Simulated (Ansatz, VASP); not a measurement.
**One calculation of In2Sb3, two programs**

Contents of INCAR:

```
SYSTEM = In2Sb3
PREC = Accurate ; ENCUT = 600
EDIFF = 1E-7 ; ISMEAR = 0
SIGMA = 0.1 ; LREAL = .False.
LASPH = .True. ; NELM = 80
ALGO = Normal ; ISIF = 3
LWAVE = .False. ; LCHARG = .False.
GGA = PE ; IBRION = 2
NSW = 100 ; EDIFFG = -0.01
```

The input KPOINTS:

```
Automatic mesh
0
Gamma
  8 8 8
  0 0 0
```

File POSCAR:

```
In2Sb3
1.0
    5.6724091442      0.0000000000      0.0000000000
    0.0000000000      5.6724091442      0.0000000000
    0.0000000000      0.0000000000      5.6724091442
In Sb
2 3
Direct
    0.0000000000      0.0000000000      0.0000000000
    0.5000000000      0.5000000000      0.5000000000
    0.5000000000      0.0000000000      0.0000000000
    0.0000000000      0.5000000000      0.0000000000
    0.0000000000      0.0000000000      0.5000000000
```

Input for Ansatz:

```yaml
crystal:
  lattice:
    - [5.6724091442, 0.0, 0.0]
    - [0.0, 5.6724091442, 0.0]
    - [0.0, 0.0, 5.6724091442]
  atoms:
    - { symbol: In, position: [0.0, 0.0, 0.0] }
    - { symbol: In, position: [0.5, 0.5, 0.5] }
    - { symbol: Sb, position: [0.5, 0.0, 0.0] }
    - { symbol: Sb, position: [0.0, 0.5, 0.0] }
    - { symbol: Sb, position: [0.0, 0.0, 0.5] }
basis:
  ecutwfc: 420
kpoints:
  mp_grid: { grid: [8, 8, 8] }
hamiltonian:
  xc: pbe
scf:
  occupations: { method: gaussian, width: 0.1 }
output:
  forces: true
  stress: true
  eigenvalues: true
  write_density: true
  write_potential: true
  elf: true
  volumetric_format: npy
relax:
  adjacent_minimum: "off"
  f_tol: 0.01
  max_steps: 80
  cell: { stress_tol: 0.05 }
```

Alike in both runs: task relaxation of cell and atoms; functional PBE; k mesh 8 × 8 × 8; occupations gaussian, width 0.1 eV; no spin polarisation.

```csv
,VASP,Ansatz
version,VASP 6.6.1,Ansatz 0.2.0
potentials or method,"VASP PAW PBE potentials, release 64 (In_d, Sb), cutoff 600 eV","scalar-relativistic, plane waves, PAW"
valence electrons in the cell,41,71
```

Ansatz gave:

| Property | Result |
| --- | --- |
| gap on the k mesh at the Fermi level, each at its own relaxed structure (eV) | none |
| relaxed volume (Å³/atom) | 36.62 |
| relaxed cell length with the largest relative difference (Å) | 5.679 |

Question: Which values does VASP return?

Answer: gap on the k mesh at the Fermi level, each at its own relaxed structure (eV): none; relaxed volume (Å³/atom): 36.61; relaxed cell length with the largest relative difference (Å): 5.678.

A gap of «none» marks a metal or a gap that the smearing closes. VASP's potentials hold 41 valence electrons a cell and Ansatz's 71, so a difference there can come from the potentials and not from the codes.

Neither program's run includes spin-orbit coupling.
